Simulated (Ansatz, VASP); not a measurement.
## One calculation of NbAs, two programs

The input INCAR:

```
  ALGO = Normal
  DIPOL = 0.5 0.5 0.500
  EDIFF = 1E-7
  ENCUT = 520
  GGA = PE
  IDIPOL = 3
  ISIF = 2
  ISMEAR = 1
  LASPH = T
  LCHARG = F
  LDIPOL = T
  LREAL = F
  LWAVE = F
  NBANDS = 46
  NELM = 60
  PREC = Accurate
  SIGMA = 0.2
```

The input KPOINTS:

```
k-points
0
Gamma
  10 10 1
```

The input POSCAR:

```
NbAs
1.0
    3.4734820522      0.0000000000      0.0000000000
    0.0000000000      3.4734820522      0.0000000000
    0.0000000000      0.0000000000     24.7728719669
As Nb
4 4
Direct
    0.0000000000      0.0000000000      0.3027505253
    0.5000000000      0.0000000000      0.4213193810
    0.5000000000      0.5000000000      0.5398882367
    0.0000000000      0.5000000000      0.6584570925
    0.5000000000      0.5000000000      0.3415429075
    0.0000000000      0.5000000000      0.4601117633
    0.0000000000      0.0000000000      0.5786806190
    0.5000000000      0.0000000000      0.6972494747
```

Input for Ansatz:

```yaml
crystal:
  lattice:
    - [3.4734820522, 0.0, 0.0]
    - [0.0, 3.4734820522, 0.0]
    - [0.0, 0.0, 24.7728719669]
  atoms:
    - { symbol: As, position: [0.0, 0.0, 0.3027505253] }
    - { symbol: Nb, position: [0.5, 0.5, 0.3415429075] }
    - { symbol: As, position: [0.5, 0.0, 0.421319381] }
    - { symbol: Nb, position: [0.0, 0.5, 0.4601117633] }
    - { symbol: As, position: [0.5, 0.5, 0.5398882367] }
    - { symbol: Nb, position: [0.0, 0.0, 0.578680619] }
    - { symbol: As, position: [0.0, 0.5, 0.6584570925] }
    - { symbol: Nb, position: [0.5, 0.0, 0.6972494747] }
basis:
  ecutwfc: 420
kpoints:
  mp_grid: { grid: [10, 10, 1] }
hamiltonian:
  xc: pbe
scf:
  occupations: { method: cold, width: 0.2 }
output:
  forces: true
  stress: true
  eigenvalues: true
efield:
  axis: 3
  dipole_correction: true
  ramp_width: 0.04
```

Alike in both runs: task single point; functional PBE; k mesh 10 × 10 × 1; no spin polarisation.

|  | VASP | Ansatz |
| --- | --- | --- |
| version | VASP 6.6.1 | Ansatz 0.2.0 |
| potentials or method | VASP PAW PBE potentials, release 64 (As, Nb_sv), cutoff 520 eV | scalar-relativistic, plane waves, PAW |
| occupations | methfessel-paxton of order 1, width 0.2 eV | cold, width 0.2 eV |
| valence electrons in the cell | 72 | 112 |

|  | VASP | Ansatz | Ansatz less VASP |
| --- | --- | --- | --- |
| gap on the k mesh at the Fermi level (eV) | none | none | - |
| rms of the force components (eV/Å) | 0.271 | 0.267 | -0.0043 |

A gap of «none» marks a metal or a gap that the smearing closes. VASP's potentials hold 72 valence electrons a cell and Ansatz's 112, so a difference there can come from the potentials and not from the codes.
